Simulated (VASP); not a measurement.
# BaO (Fm-3m) in VASP: further runs

Aim: see how the results for BaO move with the level of theory and the settings. Levels: HSE06, PBE0. Tasks: single point.

Everything below comes from runs of VASP 6.6.1. Logs are shortened: lines on timing, memory, paths and dates and some standing lists are left out, and cuts for length are marked.

## (1) The cell of the first run

The structure is cubic, space group Fm-3m (No. 225). The conventional cell has a = 5.532 Å, b = 5.532 Å, c = 5.532 Å, α = 90.00°, β = 90.00°, γ = 90.00°. Ba (site symmetry m-3m) has 6 O at 2.77 Å within 3.6 Å. O (site symmetry m-3m) has 6 Ba at 2.77 Å within 3.6 Å.

## (2) Single point, HSE06

Contents of POSCAR:

```
BaO
1.0
    0.0000000000      2.7660152743      2.7660152743
    2.7660152743      0.0000000000      2.7660152743
    2.7660152743      2.7660152743      0.0000000000
Ba O
1 1
Direct
    0.0000000000      0.0000000000      0.0000000000
    0.5000000000      0.5000000000      0.5000000000
```

Contents of INCAR.step1:

```
SYSTEM = BaO
PREC = Accurate
ENCUT = 520
EDIFF = 1E-5
ISMEAR = -1
SIGMA = 0.02
LREAL = .FALSE.
LASPH = .TRUE.
NELM = 120
ALGO = Normal
ISIF = 2
LWAVE = .TRUE.
NBANDS = 15
GGA = PE
GGA_COMPAT = .FALSE.
```

Contents of INCAR.step2:

```
SYSTEM = BaO
PREC = Accurate
ENCUT = 520
EDIFF = 1E-6
ISMEAR = -1
SIGMA = 0.02
LREAL = .FALSE.
LASPH = .TRUE.
NELM = 120
ALGO = Normal
ISIF = 2
LWAVE = .FALSE.
LCHARG = .TRUE.
GGA = PE
LHFCALC = .TRUE.
HFSCREEN = 0.2079
PRECFOCK = Normal
LELF = .TRUE.
LVHAR = .TRUE.
NBANDS = 15
ISTART = 1
GGA_COMPAT = .FALSE.
```

Contents of KPOINTS:

```
regular mesh
0
G
  6 6 6
  0 0 0
```

Potentials or basis: VASP PAW PBE potentials, release 64 (Ba_sv, O).

Command:

```sh
> cat potpaw_PBE.64/Ba_sv/POTCAR potpaw_PBE.64/O/POTCAR > POTCAR
> cp INCAR.step1 INCAR
> mpirun -np 1 vasp_std > vasp.out
> cp INCAR.step2 INCAR
> mpirun -np 1 vasp_std > vasp.out
```

OUTCAR:

```text
SYSTEM = BaO
   PREC = Accurate
   ENCUT = 520
   EDIFF = 1E-6
   ISMEAR = -1
   LREAL = .FALSE.
   LASPH = .TRUE.
   NELM = 120
   ISIF = 2
   GGA = PE
   LHFCALC = .TRUE.
   HFSCREEN = 0.2079
   PRECFOCK = Normal
   ISTART = 1

 ion  position               nearest neighbor table
   1  0.000  0.000  0.000-   2 2.77   2 2.77   2 2.77   2 2.77   2 2.77   2 2.77
   2  0.500  0.500  0.500-   1 2.77   1 2.77   1 2.77   1 2.77   1 2.77   1 2.77

  LATTYP: Found a face centered cubic cell.
 ALAT       =     5.5320305486

  Lattice vectors:

 A1 = (   0.0000000000,   2.7660152743,   2.7660152743)
 A2 = (   2.7660152743,   0.0000000000,   2.7660152743)
 A3 = (   2.7660152743,   2.7660152743,   0.0000000000)

Analysis of symmetry for initial positions (statically):
=====================================================================
 Subroutine PRICEL returns:
 Original cell was already a primitive cell.

 Routine SETGRP: Setting up the symmetry group for a
 face centered cubic supercell.

 Subroutine GETGRP returns: Found 48 space group operations
 (whereof 48 operations were pure point group operations)
 out of a pool of 48 trial point group operations.

The static configuration has the point symmetry O_h .

Analysis of symmetry for dynamics (positions and initial velocities):
=====================================================================
 Subroutine PRICEL returns:
 Original cell was already a primitive cell.

 Routine SETGRP: Setting up the symmetry group for a
 face centered cubic supercell.

 Subroutine GETGRP returns: Found 48 space group operations
 (whereof 48 operations were pure point group operations)
 out of a pool of 48 trial point group operations.

The dynamic configuration has the point symmetry O_h .

 Subroutine INISYM returns: Found 48 space group operations
 (whereof 48 operations are pure point group operations),
 and found     1 'primitive' translations

----------------------------------------------------------------------------------------

                                     Primitive cell

  volume of cell :      42.3247

  direct lattice vectors                    reciprocal lattice vectors
     0.000000000  2.766015274  2.766015274    -0.180765452  0.180765452  0.180765452
     2.766015274  0.000000000  2.766015274     0.180765452 -0.180765452  0.180765452
     2.766015274  2.766015274  0.000000000     0.180765452  0.180765452 -0.180765452

  length of vectors
     3.911736315  3.911736315  3.911736315     0.313094946  0.313094946  0.313094946

  position of ions in fractional coordinates (direct lattice)
     0.000000000  0.000000000  0.000000000
     0.500000000  0.500000000  0.500000000

  ion indices of the primitive-cell ions
   primitive index   ion index
                 1           1
                 2           2

----------------------------------------------------------------------------------------

 KPOINTS: regular mesh

Automatic generation of k-mesh.
 Grid dimensions read from file:
 generate k-points for:    6    6    6

 Generating k-lattice:

  Cartesian coordinates                     Fractional coordinates (reciprocal lattice)
    -0.030127575  0.030127575  0.030127575     0.166666667  0.000000000  0.000000000
     0.030127575 -0.030127575  0.030127575     0.000000000  0.166666667  0.000000000
     0.030127575  0.030127575 -0.030127575     0.000000000  0.000000000  0.166666667

  Length of vectors
     0.052182491  0.052182491  0.052182491

  Shift w.r.t. Gamma in fractional coordinates (k-lattice)
     0.000000000  0.000000000  0.000000000

 Subroutine IBZKPT returns following result:
 ===========================================

 Found     16 irreducible k-points:

 Following reciprocal coordinates:
            Coordinates               Weight
  0.000000  0.000000  0.000000      1.000000
  0.166667  0.000000  0.000000      8.000000
  0.333333  0.000000  0.000000      8.000000
  0.500000  0.000000  0.000000      4.000000
  0.166667  0.166667  0.000000      6.000000
  0.333333  0.166667  0.000000     24.000000
[... 8 lines left out ...]
 -0.333333  0.333333  0.166667     24.000000
 -0.333333  0.500000  0.166667     12.000000
   k-points           NKPTS =     16   k-points in BZ     NKDIM =    216   number of bands    NBANDS=     15
   number of dos      NEDOS =    301   number of ions     NIONS =      2
   total plane-waves  NPLWV =  27000
   dimension x,y,z NGX =    30 NGY =   30 NGZ =   30
   dimension x,y,z NGXF=    60 NGYF=   60 NGZF=   60
   ions per type =               1   1
   NGX,Y,Z   is equivalent  to a cutoff of  12.75, 12.75, 12.75 a.u.
   NGXF,Y,Z  is equivalent  to a cutoff of  25.50, 25.50, 25.50 a.u.
 SYSTEM =  BaO
   PREC   = accura    normal or accurate (medium, high low for compatibility)
   ISTART =      1    job   : 0-new  1-cont  2-samecut
   ICHARG =      0    charge: 1-file 2-atom 10-const
   ISPIN  =      1    spin polarized calculation?
   LNONCOLLINEAR =      F non collinear calculations
   LSORBIT =      F    spin-orbit coupling
   LASPH  =      T    aspherical Exc in radial PAW
   ENCUT  =  520.0 eV  38.22 Ry    6.18 a.u.   7.27  7.27  7.27*2*pi/ulx,y,z
   NELM   =    120;   NELMIN=  2; NELMDL=  0     # of ELM steps
   EDIFF  = 0.1E-05   stopping-criterion for ELM
   LREAL  =      F    real-space projection
   EDIFFG = 0.1E-04   stopping-criterion for IOM
   NSW    =      0    number of steps for IOM
   IBRION =     -1    ionic relax: 0-MD 1-quasi-New 2-CG
   NFREE  =      0    steps in history (QN), initial steepest desc. (CG)
   ISIF   =      2    stress and relaxation
   ISYM   =      3    0-nonsym 1-usesym 2-fastsym
   POTIM  = 0.5000    time-step for ionic-motion
   TEBEG  =    0.0;   TEEND  =   0.0 temperature during run
   PSTRESS=    0.0 pullay stress
   NELECT =      16.0000    total number of electrons
   NUPDOWN=      -1.0000    fix difference up-down
   EMIN   =  10.00;   EMAX   =-10.00  energy-range for DOS
   EFERMI =   0.00;   METHOD = LEGACY
   ISMEAR =    -1;   SIGMA  =   0.02  broadening in eV -4-tet -1-fermi 0-gaus
   EFERMI_NEDOS =   21; number of points for ismear=-14 and -15
   IALGO  =     38    algorithm
   IMIX   =      1    mixing-type and parameters
     AMIX     =   0.40;   BMIX     =  1.00
     AMIX_MAG =   1.60;   BMIX_MAG =  1.00
  volume/ion in A,a.u.               =      21.16       142.81
  Fermi-wavevector in a.u.,A,eV,Ry     =   1.183723  2.236913 19.064500  1.401201
  Thomas-Fermi vector in A             =   2.319952
   LORBIT       =      0    0 simple, 1 ext, 2 COOP (PROOUT), +10 PAW based schemes
   GGA     = PE    functional components
   LHFCALC =     T    Hartree Fock is set to
   PRECFOCK=normal    Normal, Fast or Accurate (Low or Medium for compatibility)
   ENCUT4O =  -1.0   cutoff for four orbital integrals eV
   NKREDX  =     1    reduce k-point grid by
   NKREDY  =     1    reduce k-point grid by
   NKREDZ  =     1    reduce k-point grid by
   AEXX    =    0.2500 exact exchange contribution
   HFSCREEN=    0.2079 screening length (either q_TF or 0.3 A-1)
   HFSCREENC=   0.2079 screening length for correlation (either q_TF or 0.3 A-1)
   ENCUTFOCK=  -1.0 apply spherical cutoff to Coloumb kernel
   IVDW    =     0    specifies the selected vdW correction
   LEPSILON=     F    determine dielectric tensor
   LRPA    =     F    only Hartree local field effects (RPA)
 non-spin polarized calculation
  energy-cutoff  :      520.00
  volume of cell :       42.32
 maximum number of plane-waves:      1158
 NGX is ok and might be reduce to    30
  NGX = 24; NGY = 24; NGZ = 24

 number of electron      15.9999998 magnetization

 Free energy of the ion-electron system (eV)
  ---------------------------------------------------
  ext. energy  EPLUGINS =         0.00000000
  ---------------------------------------------------
  free energy    TOTEN  =       -13.85785708 eV

  energy without entropy =      -13.85785708  energy(sigma->0) =      -13.85785708

 E-fermi :   1.4315     XC(G=0):  -7.9682

 val. band max:        0.9548167003   @ k =   0.5000   0.5000   0.0000
 cond. band min:       4.1879058331   @ k =   0.5000   0.5000   0.0000
 fundamental gap:      3.2330891329
 Fermi energy:         1.4315096116

 k-point     1 :       0.0000    0.0000    0.0000
  band No.  band energies     occupation
      1     -26.4574      2.00000
      2     -15.5762      2.00000
      3      -9.8617      2.00000
      4      -9.8617      2.00000
      5      -9.8617      2.00000
      6       0.5472      2.00000
      7       0.5472      2.00000
      8       0.5472      2.00000
      9       5.8444      0.00000
     10       7.0576      0.00000
     11       7.0576      0.00000
     12       7.0576      0.00000
     13       9.4081      0.00000
     14       9.4081      0.00000
     15      12.3451      0.00000

 k-point     2 :       0.1667    0.0000    0.0000
  band No.  band energies     occupation
      1     -26.3867      2.00000
      2     -15.7535      2.00000
      3      -9.9366      2.00000
      4      -9.8909      2.00000
      5      -9.8909      2.00000
      6       0.0132      2.00000
      7       0.2006      2.00000
      8       0.2006      2.00000
      9       6.7349      0.00000
     10       7.0898      0.00000
     11       7.5922      0.00000
     12       7.5922      0.00000
     13      10.1425      0.00000
     14      10.1425      0.00000
     15      14.0197      0.00000

 k-point     3 :       0.3333    0.0000    0.0000
  band No.  band energies     occupation
      1     -26.2397      2.00000
      2     -16.1125      2.00000
      3     -10.0737      2.00000
      4      -9.9471      2.00000
      5      -9.9471      2.00000
      6      -0.8071      2.00000
      7      -0.3955      2.00000
      8      -0.3955      2.00000
      9       6.9803      0.00000
     10       8.8912      0.00000
     11       8.8912      0.00000
     12       9.3209      0.00000
     13      11.8000      0.00000
     14      11.8001      0.00000
     15      16.4452      0.00000

 k-point     4 :       0.5000    0.0000    0.0000
  band No.  band energies     occupation
      1     -26.1630      2.00000
      2     -16.2945      2.00000
      3     -10.1365      2.00000
      4      -9.9744      2.00000
      5      -9.9744      2.00000
      6      -1.1524      2.00000
      7      -0.6584      2.00000
      8      -0.6584      2.00000
      9       7.3170      0.00000
     10       9.7156      0.00000
     11       9.7156      0.00000
     12      10.5636      0.00000
     13      13.2745      0.00000
     14      13.2745      0.00000
     15      16.0056      0.00000
[... 163 lines left out ...]
 k-point    14 :       0.5000    0.3333    0.1667
  band No.  band energies     occupation
      1     -26.1506      2.00000
      2     -16.0294      2.00000
      3     -10.5918      2.00000
      4     -10.5653      2.00000
      5     -10.0221      2.00000
      6      -0.3918      2.00000
      7      -0.1571      2.00000
      8       0.5876      2.00000
      9       5.9379      0.00000
     10       8.5349      0.00000
     11       9.6720      0.00000
     12      10.4310      0.00000
     13      11.9324      0.00000
     14      13.7246      0.00000
     15      15.5139      0.00000

 k-point    15 :      -0.3333    0.3333    0.1667
  band No.  band energies     occupation
      1     -26.1022      2.00000
      2     -16.0544      2.00000
      3     -10.7887      2.00000
      4     -10.7831      2.00000
      5      -9.9644      2.00000
      6      -0.6000      2.00000
      7       0.3512      2.00000
      8       0.3756      2.00000
      9       7.1074      0.00000
     10       7.3635      0.00000
     11       9.8799      0.00000
     12      11.1611      0.00000
     13      12.6516      0.00000
     14      14.5229      0.00000
     15      15.1592      0.00000

 k-point    16 :      -0.3333    0.5000    0.1667
  band No.  band energies     occupation
      1     -26.0833      2.00000
      2     -15.9199      2.00000
      3     -11.2530      2.00000
      4     -10.7666      2.00000
      5     -10.0869      2.00000
      6      -0.2088      2.00000
      7       0.7030      2.00000
      8       0.8287      2.00000
      9       5.5411      0.00000
     10       8.6378      0.00000
     11       9.1640      0.00000
     12      12.2170      0.00000
     13      12.4317      0.00000
     14      14.7440      0.00000
     15      15.0271      0.00000

------------------------ aborting loop because EDIFF is reached ----------------------------------------

  FORCE on cell =-STRESS in cart. coord.  units (eV):
  Direction    XX          YY          ZZ          XY          YZ          ZX
  --------------------------------------------------------------------------------------
  -------------------------------------------------------------------------------------
  Total        0.4248587      0.4248587      0.4248587      0.0000000     -0.0000000      0.0000000
  in kB       16.0827894     16.0827894     16.0827894      0.0000000     -0.0000000      0.0000000
  external PRESSURE =      16.0827894 kB  Pullay stress =       0.0000000 kB

 VOLUME and BASIS-vectors are now :
 -----------------------------------------------------------------------------
  energy-cutoff  :      520.00
  volume of cell :       42.32
      direct lattice vectors                 reciprocal lattice vectors
     0.000000000  2.766015274  2.766015274    -0.180765452  0.180765452  0.180765452
     2.766015274  0.000000000  2.766015274     0.180765452 -0.180765452  0.180765452
     2.766015274  2.766015274  0.000000000     0.180765452  0.180765452 -0.180765452

 POSITION                                       TOTAL-FORCE (eV/Angst)
 -----------------------------------------------------------------------------------
      0.00000      0.00000      0.00000         0.000000      0.000000      0.000000
      2.76602      2.76602      2.76602        -0.000000     -0.000000      0.000000
 -----------------------------------------------------------------------------------
    total drift:                                0.000000      0.000000      0.000000

  FREE ENERGIE OF THE ION-ELECTRON SYSTEM (eV)
  ---------------------------------------------------
  free  energy   TOTEN  =       -13.8578570832 eV

  energy  without entropy=      -13.8578570832  energy(sigma->0) =      -13.85785708
```

Wall time 38 min (1 thread of AMD EPYC 7R43 (Zen 3), shared host); peak memory 0.26 GiB.

What came out:

* Free energy: -13.8579 eV
* Pressure: 1.6 GPa
* Band gap on the k mesh: 3.23 eV

Levels at points of the mesh, in eV from the valence-band top:
```
           k point  band 4  band 5  band 6  band 7  band 8  band 9  band 10  band 11  band 12  band 13
(0.00, 0.00, 0.00)  -10.82  -10.82   -0.41   -0.41   -0.41    4.89     6.10     6.10     6.10     8.45
(0.50, 0.00, 0.00)  -10.93  -10.93   -2.11   -1.61   -1.61    6.36     8.76     8.76     9.61    12.32
(0.50, 0.50, 0.00)  -11.45  -11.45   -0.19   -0.19    0.00    3.23     7.48    10.52    10.99    11.46
```

Caveat: the PAW data sets were made with another functional, which shifts forces and pressure a little; spin-orbit coupling is left out, which moves the levels of the heavy elements.

## (3) Single point, PBE0

This run uses another cell than the first one, of 21.30 Å³/atom.

Contents of POSCAR:

```
BaO
1.0
    0.0000000000      2.7719418017      2.7719418017
    2.7719418017      0.0000000000      2.7719418017
    2.7719418017      2.7719418017      0.0000000000
Ba O
1 1
Direct
    0.0000000000      0.0000000000      0.0000000000
    0.5000000000      0.5000000000      0.5000000000
```

Contents of INCAR.step1:

```
SYSTEM = BaO
  ALGO = Normal
  EDIFF = 1E-5
  ENCUT = 520
  GGA = PE
  GGA_COMPAT = .FALSE.
  ISIF = 2
  ISMEAR = 0
  LASPH = .TRUE.
  LCHARG = .FALSE.
  LREAL = .FALSE.
  LWAVE = .TRUE.
  NBANDS = 15
  NELM = 120
  PREC = Accurate
  SIGMA = 0.01
```

Contents of INCAR.step2:

```
SYSTEM = BaO
  AEXX = 0.25
  ALGO = Normal
  EDIFF = 1E-6
  ENCUT = 520
  GGA = PE
  GGA_COMPAT = .FALSE.
  ISIF = 2
  ISMEAR = 0
  ISTART = 1
  LASPH = .TRUE.
  LCHARG = .FALSE.
  LHFCALC = .TRUE.
  LREAL = .FALSE.
  LWAVE = .FALSE.
  NBANDS = 15
  NELM = 120
  PREC = Accurate
  PRECFOCK = Normal
  SIGMA = 0.01
```

Contents of KPOINTS:

```
k-points
0
G
  6 6 6
  0 0 0
```

Potentials or basis: VASP PAW PBE potentials, release 64 (Ba_sv, O).

Command:

```sh
> cat potpaw_PBE.64/Ba_sv/POTCAR potpaw_PBE.64/O/POTCAR > POTCAR
> cp INCAR.step1 INCAR
> mpirun -np 1 vasp_std > vasp.out
> cp INCAR.step2 INCAR
> mpirun -np 1 vasp_std > vasp.out
```

It took 38 min on 1 thread of Intel Xeon Platinum 8259CL at 2.50GHz (Skylake/Cascade Lake), shared host; peak memory 0.19 GiB.

Results (log left out):

* Free energy: -14.4544 eV
* Pressure: 1.0 GPa
* Band gap on the k mesh: 3.99 eV

Levels at points of the mesh, in eV from the valence-band top:
```csv
k point,band 5,band 6,band 7,band 8,band 9,band 10,band 11,band 12
"(0.00, 0.00, 0.00)",-10.83,-0.38,-0.38,-0.38,5.58,6.87,6.87,6.87
"(0.50, 0.00, 0.00)",-10.95,-2.11,-1.60,-1.60,7.12,9.52,9.52,10.31
"(0.50, 0.50, 0.00)",-11.46,-0.17,-0.17,0.00,3.99,8.22,11.28,11.69
```

Caveat: the PAW data sets were made with another functional, which shifts forces and pressure a little; spin-orbit coupling is left out, which moves the levels of the heavy elements. A k mesh can miss the band edges.
